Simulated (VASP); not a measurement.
A run of VASP 6.6.1 is set up as follows.

INCAR

```
PREC     = Accurate       # precision mode
ENCUT    = 500            # plane-wave cutoff, eV
EDIFF    = 1E-6           # SCF threshold, eV
ISMEAR   = 0              # smearing method
SIGMA    = 0.1            # smearing width, eV
LREAL    = False          # projectors in reciprocal space
LASPH    = True           # aspherical terms in the spheres
NELM     = 120            # most SCF steps
ALGO     = Normal         # electronic algorithm
ISIF     = 2              # what is computed and relaxed
LWAVE    = False          # write WAVECAR
LCHARG   = True           # write CHGCAR
GGA      = PE             # functional
LELF     = True           # ELF
LVHAR    = True         
NBANDS   = 30             # bands
GGA_COMPAT= False
```

The input KPOINTS:

```
regular mesh
0
Gamma
  4 4 4
```

The input POSCAR:

```
ScGaSI2
1.0
    4.4594145700      0.0000000000      0.0000000000
    0.0000000000      4.4594145700      0.0000000000
    0.0000000000      0.0000000000      4.4594145700
Sc Ga S I
1 1 1 2
Direct
    0.5000000000      0.5000000000      0.5000000000
    0.0000000000      0.0000000000      0.0000000000
    0.0000000000      0.0000000000      0.5000000000
    0.5000000000      0.0000000000      0.0000000000
    0.0000000000      0.5000000000      0.0000000000
```

Potentials or basis: VASP PAW PBE potentials, release 64 (Sc_sv, Ga_d, S, I).

Launch:

```bash
$ cat potpaw_PBE.64/Sc_sv/POTCAR potpaw_PBE.64/Ga_d/POTCAR potpaw_PBE.64/S/POTCAR potpaw_PBE.64/I/POTCAR > POTCAR
$ mpirun -np 1 vasp_std > vasp.out
```

Problem. What does it give for the band gap on the k mesh?

Solution. Zero (bands 22 and 23 overlap by 1.16 eV).

Problem. Predict the pressure.

Solution. 62.9 GPa.

Stress tensor (GPa, compression positive):
```
76.91  0.00  0.00
 0.00 76.91  0.00
 0.00  0.00 34.74
```

Caveat: the stress differs along the axes, from 35 to 77 GPa; spin-orbit coupling is left out, which moves the levels of the heavy elements.
